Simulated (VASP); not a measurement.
Write the native input for VASP 6.6.1 that does the following.

| Quantity | Value |
| --- | --- |
| Task | single point |
| Functional | PBEsol |
| Potentials or basis | VASP PAW PBE potentials, release 64 (Ga_d, P) |
| Cutoff | 520 eV |
| k mesh | 8 × 8 × 8 |
| Occupations | gaussian, width 0.01 eV |
| Spin | non-collinear spin, zero start, spin-orbit coupling |
| Starting moments | [[0.0, 0.0, 0.0], [0.0, 0.0, 0.0]] μB |
| Dipole correction | no |
| Further INCAR settings | ALGO = Normal; EDIFF = 1e-07; NBANDS = 30 |

The structure of GaP lies in POSCAR:

```
GaP
1.0
    2.6562079898      2.6562079898      0.0000000000
   -2.6562079898      2.6562079898      0.0000000000
    0.0000000000      2.6562079898      2.6562079898
Ga P
1 1
Direct
    0.0000000000      0.0000000000      0.0000000000
    0.7500000000      0.2500000000      0.5000000000
```

The input as run:

INCAR

```
PREC = Accurate ; ENCUT = 520
EDIFF = 1E-7 ; ISMEAR = 0
SIGMA = 0.01 ; LREAL = False
LASPH = True ; NELM = 150
ALGO = Normal ; ISIF = 2
LWAVE = False ; LCHARG = False
MAGMOM = 0 0 0 0 0 0 ; LORBIT = 11
LSORBIT = True ; GGA_COMPAT = False
LORBMOM = True ; GGA = PS
NBANDS = 30
```

KPOINTS

```
regular mesh
0
Gamma
  8 8 8
```

Potentials or basis: VASP PAW PBE potentials, release 64 (Ga_d, P).

Launch:

```console
$ cat potpaw_PBE.64/Ga_d/POTCAR potpaw_PBE.64/P/POTCAR > POTCAR
$ mpirun -np 1 vasp_ncl > vasp.out
```

It gave:

The pressure is 6.7 GPa and the net moment is 0.00 μB per cell. The valence electrons inside the program's atomic spheres are Ga 11.84; P 2.57.

Caveat: the PAW data sets were made with another functional, which shifts forces and pressure a little.

Wall time 2.3 min on 1 thread of AMD EPYC 7R13, on a shared host, peak memory 0.25 GiB.
